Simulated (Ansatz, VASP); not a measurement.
# N: VASP beside Ansatz

```xyz
2
Lattice="3.7379 0.0000 0.0000 -1.8689 3.2371 0.0000 0.0000 0.0000 5.8017" Properties=species:S:1:pos:R:3 pbc="T T T"
N     0.0000    2.1581    1.4504
N     1.8689    1.0790    4.3512
```

Change from the starting cell: strain +0.030 along x and y, -0.015 along z, atoms carried along.

Alike in both runs: task single point; functional LDA; k mesh 12 × 12 × 6; occupations gaussian, width 0.05 eV; collinear spin.

|  | VASP | Ansatz |
| --- | --- | --- |
| version | VASP 6.6.1 | Ansatz 0.2.0 |
| potentials or method | VASP PAW LDA potentials, release 64 (N), cutoff 520 eV | scalar-relativistic, plane waves, PAW |
| valence electrons in the cell | 10 | 10 |

```tsv
	VASP	Ansatz	Ansatz less VASP
gap on the k mesh at the Fermi level (eV)	2.20	2.33	+0.131
least direct gap on the mesh (eV)	2.20	2.33	+0.131
pressure (GPa)	-0.4	-0.3	+0.07
net moment per atom (μB)	3.00	3.00	0.000
size of the moment on the site where the two differ most (μB)	1.92	2.89	+0.967
```

LDA's correlation is that of Perdew and Zunger in VASP and of Perdew and Wang (1992) in Ansatz. Site moments also hang on the region over which each program counts them.
